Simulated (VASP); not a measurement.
A run of VASP 6.6.1:

Contents of INCAR:

```
SYSTEM = C
PREC     = Accurate       ! precision mode
ENCUT    = 600            ! plane-wave cutoff, eV
EDIFF    = 1E-6           ! SCF threshold, eV
ISMEAR   = -1             ! smearing method
SIGMA    = 0.1            ! smearing width, eV
LREAL    = .False.        ! projectors in reciprocal space
LASPH    = .True.         ! aspherical terms in the spheres
NELM     = 100            ! most SCF steps
ALGO     = Normal         ! electronic algorithm
ISIF     = 3              ! what is computed and relaxed
LWAVE    = .False.        ! write WAVECAR
LCHARG   = .False.        ! write CHGCAR
GGA      = PS             ! functional
IBRION   = 2              ! ionic algorithm
NSW      = 80             ! ionic steps
EDIFFG   = -0.01          ! ionic threshold
```

KPOINTS

```
regular mesh
0
Gamma
  16 16 16
  0 0 0
```

POSCAR

```
C
1.0
    1.9260827495      0.0000000000      0.0000000000
    0.0000000000      1.9260827495      0.0000000000
    0.0000000000      0.0000000000      1.9260827495
C
1
Direct
    0.0000000000      0.0000000000      0.0000000000
```

Potentials or basis: VASP PAW PBE potentials, release 64 (C).

The run is started by

```console
$ cat potpaw_PBE.64/C/POTCAR > POTCAR
$ mpirun -np 1 vasp_std > vasp.out
```

Hardware: 1 thread of Intel Xeon 6975P-C, with other jobs on the host.

**Question.** How long does it take, and how much memory?

**Answer.** It took 8.8 s on 1 thread of Intel Xeon 6975P-C (shared host), peak memory 0.11 GiB. Counts: scf iterations 34, k points 165, ion steps 6.
